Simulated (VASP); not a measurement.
Wanted: the native input for a VASP 6.6.1 run.

| Property | Result |
| --- | --- |
| Task | single point |
| Functional | PBE |
| Potentials or basis | VASP PAW PBE potentials, release 64 (Ti_sv) |
| Cutoff | 520 eV |
| k mesh | 15 × 15 × 15 |
| Occupations | fermi-dirac, width 0.05 eV |
| Spin | collinear spin |
| Starting moments | [1.645, 1.645] μB |
| Dipole correction | no |
| Further INCAR settings | ALGO = Normal; EDIFF = 1e-06; NBANDS = 23 |

The structure of Ti lies in POSCAR:

```
Ti
1.0
    0.0000000000      2.9328988752      2.9328988752
    2.9328988752      0.0000000000      2.9328988752
    2.9328988752      2.9328988752      0.0000000000
Ti
2
Direct
    0.1250000000      0.1250000000      0.1250000000
    0.8750000000      0.8750000000      0.8750000000
```

This isn't the form of Ti at room conditions, which is hcp.

One way to write it, as run:

INCAR

```
PREC = Accurate ; ENCUT = 520
EDIFF = 1E-6 ; ISMEAR = -1
SIGMA = 0.05 ; LREAL = F
LASPH = T ; NELM = 150
ALGO = Normal ; ISIF = 2
LWAVE = F ; LCHARG = T
ISPIN = 2 ; MAGMOM = 1.645 1.645
LORBIT = 11 ; LMAXMIX = 4
GGA = PE ; LELF = T
LVHAR = T ; NBANDS = 23
```

KPOINTS

```
Automatic mesh
0
Gamma
  15 15 15
```

Potentials or basis: VASP PAW PBE potentials, release 64 (Ti_sv).

Command:

```sh
$ cat potpaw_PBE.64/Ti_sv/POTCAR > POTCAR
$ mpirun -np 1 vasp_std > vasp.out
```

It gave:

```json
{"Pressure": "2.1 GPa", "Net moment": "4.26 μB per cell", "Site moments": "Ti +1.69 μB", "Valence electrons inside the program's atomic spheres": "Ti 10.38"}
```

It took 95 s on 1 thread of Intel(R) Xeon(R) 6975P-C (Granite Rapids), on a shared host, peak memory 0.33 GiB.
